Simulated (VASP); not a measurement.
# AlAs (a.bA): single point with PBEsol

AlAs (a.bA):

```
Al As
1.0
     0.00000    2.83723    2.83723
     2.83723    0.00000    2.83723
     2.83723    2.83723    0.00000
Al As
1 1
Direct
  0.00000 0.00000 0.00000
  0.25000 0.25000 0.25000
```

| Quantity | Value |
| --- | --- |
| Program | VASP 6.6.1 |
| Task | single point |
| Functional | PBEsol |
| Potentials or basis | VASP PAW PBE potentials, release 64 (Al, As) |
| Cutoff | 500 eV |
| k mesh | 8 × 8 × 8 |
| Occupations | gaussian, width 0.02 eV |
| Spin | no spin polarisation |
| Dipole correction | no |
| Further INCAR settings | ALGO = Normal; EDIFF = 1e-06; NBANDS = 11 |

| Property | Result |
| --- | --- |
| Pressure | 0.3 GPa |
| Band gap on the k mesh | 1.33 eV, indirect (least direct gap 1.92 eV) |

Levels at points of the mesh, in eV from the valence-band top:
| k point | band 1 | band 2 | band 3 | band 4 | band 5 | band 6 | band 7 | band 8 |
| --- | --- | --- | --- | --- | --- | --- | --- | --- |
| (0.00, 0.00, 0.00) | -11.85 | 0.00 | 0.00 | 0.00 | 1.92 | 4.25 | 4.25 | 4.25 |
| (0.50, 0.00, 0.00) | -10.44 | -5.57 | -0.82 | -0.82 | 2.05 | 4.63 | 4.63 | 7.56 |
| (0.50, 0.50, 0.00) | -9.89 | -5.42 | -2.17 | -2.17 | 1.33 | 2.22 | 10.23 | 10.23 |

Run time: 26 s on 1 thread of Intel Xeon 8259CL (shared host), peak memory 0.17 GiB.

Caveat: the PAW data sets were made with another functional, which shifts forces and pressure a little. A k mesh can miss the band edges.
